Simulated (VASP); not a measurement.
NbRh:

```
Nb Rh
1.0
     2.84200    0.00000    0.00000
     0.00000    2.84200    0.00000
     0.00000    0.00000    3.80900
Nb Rh
1 1
Cartesian
  0.0000 0.0000 0.0000
  1.4210 1.4210 1.9045
```

```yaml
Program: VASP 6.6.1
Task: relaxation of cell and atoms
Functional: LDA
Potentials_or_basis: VASP PAW LDA potentials, release 64 (Nb_sv, Rh_pv)
Cutoff: 600 eV
k_mesh: 14 × 14 × 12
Occupations: gaussian, width 0.1 eV
Spin: no spin polarisation
```

At the start: pressure -5.5 GPa; volume 15.38 Å³/atom.

Where does the relaxation end?

Over 6 steps the energy falls by 7.0 meV/atom and the volume is 15.03 Å³/atom (-2.3 %); space group P4/mmm (No. 123, to 0.05 Å).

The path:
```tsv
step	energy change (eV)	largest force (eV/Å)	pressure (GPa)	volume (Å³)
1	0.0000	0.0000	-5.46	30.77
2	0.0599	0.0000	15.69	28.49
3	-0.0125	0.0000	0.04	30.08
4	-0.0125	0.0000	0.13	30.06
5	-0.0138	0.0000	0.07	30.06
6	-0.0139	0.0000	0.04	30.06
```

Final structure:
```
Nb Rh
1.0
     2.80714    0.00000    0.00000
     0.00000    2.80714    0.00000
     0.00000    0.00000    3.81457
Nb Rh
1 1
Direct
  0.00000 0.00000 0.00000
  0.50000 0.50000 0.50000
```
